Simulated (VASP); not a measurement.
Input of a VASP 6.6.1 run:

File INCAR:

```
ALGO     = Normal         # electronic algorithm
EDIFF    = 1E-6           # SCF threshold, eV
ENCUT    = 520            # plane-wave cutoff, eV
GGA      = PS             # functional
ISIF     = 2              # what is computed and relaxed
ISMEAR   = -1             # smearing method
ISPIN    = 2              # spin polarisation
LASPH    = True           # aspherical terms in the spheres
LCHARG   = True           # write CHGCAR
LELF     = True           # ELF
LMAXMIX  = 4              # l up to which the mixer works
LORBIT   = 11             # projections on sites
LREAL    = False          # projectors in reciprocal space
LVHAR    = True         
LWAVE    = False          # write WAVECAR
MAGMOM   = 0.5 0.5        # initial moments
NBANDS   = 19             # bands
NELM     = 150            # most SCF steps
NUPDOWN  = 1.0            # fixed moment
PREC     = Accurate       # precision mode
SIGMA    = 0.1            # smearing width, eV
```

File KPOINTS:

```
k-points
0
Gamma
  14 14 8
```

File POSCAR:

```
Fe
1.0
    2.3470000000      0.0000000000      0.0000000000
   -1.1735000000      2.0325616227      0.0000000000
    0.0000000000      0.0000000000      3.7970000000
Fe
2
Direct
    0.3333333333      0.6666666667      0.2500000000
    0.6666666667      0.3333333333      0.7500000000
```

Potentials or basis: VASP PAW PBE potentials, release 64 (Fe).

Launch:

```console
$ cat potpaw_PBE.64/Fe/POTCAR > POTCAR
$ mpirun -np 1 vasp_std > vasp.out
```

Task: What does it give for the pressure?

Result: 34.1 GPa.

Stress tensor (GPa, compression positive):
```
37.28  0.00  0.00
 0.00 37.28  0.00
 0.00  0.00 27.68
```

Caveat: the cell stands under pressure; the PAW data sets were made with another functional, which shifts forces and pressure a little; the total moment is fixed, so each spin has its own Fermi level.
